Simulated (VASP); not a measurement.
A run of VASP 6.6.1 is set up as follows.

INCAR

```
  PREC = Accurate
  ENCUT = 520
  EDIFF = 1E-6
  ISMEAR = 1
  SIGMA = 0.01
  LREAL = F
  LASPH = T
  NELM = 80
  ALGO = Normal
  ISIF = 2
  LWAVE = F
  LCHARG = T
  GGA = RE
  IVDW = 12
  LELF = T
  LVHAR = T
  NBANDS = 8
```

File KPOINTS:

```
regular mesh
0
Gamma
  9 9 9
```

POSCAR

```
Sb
1.0
    3.0152953817     -0.0000000167     -0.0000000289
   -1.0050984448      2.8428477545     -0.0000000289
   -1.0050984448     -1.4214238355      2.4619783985
Sb
1
Direct
    0.0000000000      0.0000000000      0.0000000000
```

Potentials or basis: VASP PAW PBE potentials, release 64 (Sb).

Launch:

```sh
$ cat potpaw_PBE.64/Sb/POTCAR > POTCAR
$ mpirun -np 1 vasp_std > vasp.out
```

Task: What does it give for the pressure?

Result: 19.2 GPa.

Task: What does it give for the dispersion energy per atom?

Result: -1.256 eV.

Caveat: three body term missing; the PAW data sets were made with another functional, which shifts forces and pressure a little; pairwise dispersion overbinds metals, which lowers pressure and volume.
